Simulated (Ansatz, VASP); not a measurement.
# Au: VASP beside Ansatz

```
Au
1.0
    -1.65727    1.65727    1.61584
     1.65727   -1.65727    1.61584
     1.65727    1.65727   -1.61584
Au
1
Direct
  0.00000 0.00000 0.00000
```

Change from the starting cell: strain +0.000 along x and y, -0.025 along z, atoms carried along.

Alike in both runs: task single point; functional r2SCAN; k mesh 20 × 20 × 20; occupations gaussian, width 0.15 eV; no spin polarisation.

```csv
,VASP,Ansatz
version,VASP 6.6.1,Ansatz 0.2.0
potentials or method,"VASP PAW PBE potentials, release 64 (Au), cutoff 520 eV","scalar-relativistic, plane waves, PAW"
valence electrons in the cell,11,19
```

|  | VASP | Ansatz | Ansatz less VASP |
| --- | --- | --- | --- |
| gap on the k mesh at the Fermi level (eV) | none | none | - |
| pressure (GPa) | -1.1 | -1.4 | -0.26 |

VASP's potentials were made for PBE, not for r2SCAN. A gap of «none» marks a metal or a gap that the smearing closes. VASP's potentials hold 11 valence electrons a cell and Ansatz's 19, so a difference there can come from the potentials and not from the codes.

Neither program's run includes spin-orbit coupling.
